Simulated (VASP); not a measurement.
A run of VASP 6.6.1 is set up as follows.

File INCAR:

```
SYSTEM = Rh
PREC = Accurate
ENCUT = 520
EDIFF = 1E-7
ISMEAR = 0
SIGMA = 0.1
LREAL = .FALSE.
LASPH = .TRUE.
NELM = 80
ALGO = Fast
ISIF = 2
LWAVE = .FALSE.
LCHARG = .FALSE.
GGA = PS
NBANDS = 22
```

File KPOINTS:

```
Automatic mesh
0
G
  24 24 12
  0 0 0
```

The input POSCAR:

```
Rh
1.0
    2.5274119197      0.0000000000      0.0000000000
   -1.2637059599      2.1888029283      0.0000000000
    0.0000000000      0.0000000000      4.0692790295
Rh
2
Direct
    0.6666666667      0.3333333333      0.7500000000
    0.3333333333      0.6666666667      0.2500000000
```

Potentials or basis: VASP PAW PBE potentials, release 64 (Rh_pv).

Launch:

```bash
$ cat potpaw_PBE.64/Rh_pv/POTCAR > POTCAR
$ mpirun -np 1 vasp_std > vasp.out
```

Problem. Predict the pressure.

Solution. 86.9 GPa.

Problem. What does it give for the band gap on the k mesh?

Solution. Zero (band 15 reaches 16.91 eV, above the bottom of band 16 at 13.54 eV).

Stress tensor (GPa, compression positive):
```
85.50  0.00  0.00
 0.00 85.50  0.00
 0.00  0.00 89.63
```

Caveat: the cell differs from its parent crystal (equal strain along all axes, cell held: -6.0 %); the PAW data sets were made with another functional, which shifts forces and pressure a little.
